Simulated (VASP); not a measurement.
Write the native input for VASP 6.6.1 that does the following.

| Item | Value |
| --- | --- |
| Task | single point |
| Functional | PBE |
| Potentials or basis | VASP PAW PBE potentials, release 64 (Rb_sv, Sn_d) |
| Cutoff | 520 eV |
| k mesh | 5 × 5 × 5 |
| Occupations | gaussian, width 0.1 eV |
| Spin | no spin polarisation |
| Dipole correction | no |
| Further INCAR settings | ALGO = Normal; EDIFF = 1e-06; NBANDS = 28 |

The structure of Rb3Sn lies in POSCAR:

```
Rb3Sn
1.0
    0.0000000000      4.6585840000      4.6585840000
    4.6585840000      0.0000000000      4.6585840000
    4.6585840000      4.6585840000      0.0000000000
Rb Sn
3 1
Direct
    0.2500000000      0.2500000000      0.2500000000
    0.7500000000      0.7500000000      0.7500000000
    0.5000000000      0.5000000000      0.5000000000
    0.0000000000      0.0000000000      0.0000000000
```

These files were run (other wordings do the same):

INCAR

```
SYSTEM = Rb3Sn
PREC = Accurate ; ENCUT = 520
EDIFF = 1E-6 ; ISMEAR = 0
SIGMA = 0.1 ; LREAL = .False.
LASPH = .True. ; NELM = 100
ALGO = Normal ; ISIF = 2
LWAVE = .False. ; LCHARG = .False.
GGA = PE ; NBANDS = 28
```

KPOINTS

```
regular mesh
0
Gamma
  5 5 5
  0 0 0
```

Potentials or basis: VASP PAW PBE potentials, release 64 (Rb_sv, Sn_d).

The run is started by

```bash
$ cat potpaw_PBE.64/Rb_sv/POTCAR potpaw_PBE.64/Sn_d/POTCAR > POTCAR
$ mpirun -np 1 vasp_std > vasp.out
```

It gave:

```
Pressure               : 0.0 GPa
Band gap on the k mesh : zero (an odd number of electrons rules out a gap without spin polarisation)
```

Caveat: spin-orbit coupling is left out, which moves the levels of the heavy elements.

Wall time 55 s on 1 thread of Intel(R) Xeon(R) Platinum 8488C (Sapphire Rapids), with other jobs on the host, peak memory 0.35 GiB.
